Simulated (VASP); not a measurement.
A run of VASP 6.6.1:

The input INCAR:

```
  ALGO = Normal
  EDIFF = 1E-6
  ENCUT = 520
  GGA = PE
  ISIF = 2
  ISMEAR = -1
  LASPH = True
  LCHARG = False
  LREAL = False
  LWAVE = False
  NBANDS = 13
  NELM = 60
  PREC = Accurate
  SIGMA = 0.1
```

Contents of KPOINTS:

```
k-points
0
Gamma
  10 10 10
```

POSCAR

```
Se
1.0
    0.0000000000      3.2889744088      3.2889744088
    3.2889744088      0.0000000000      3.2889744088
    3.2889744088      3.2889744088      0.0000000000
Se
2
Direct
    0.1250000000      0.1250000000      0.1250000000
    0.8750000000      0.8750000000      0.8750000000
```

Potentials or basis: VASP PAW PBE potentials, release 64 (Se).

Run with:

```console
$ cat potpaw_PBE.64/Se/POTCAR > POTCAR
$ mpirun -np 1 vasp_std > vasp.out
```

Hardware: 1 thread of Intel Xeon 8259CL, on a shared host.

**Question.** How long does it take, and how much memory?

**Answer.** Run time: 62 s on 1 thread of Intel Xeon 8259CL (shared host), peak memory 0.21 GiB. Counts: scf iterations 11, k points 47.
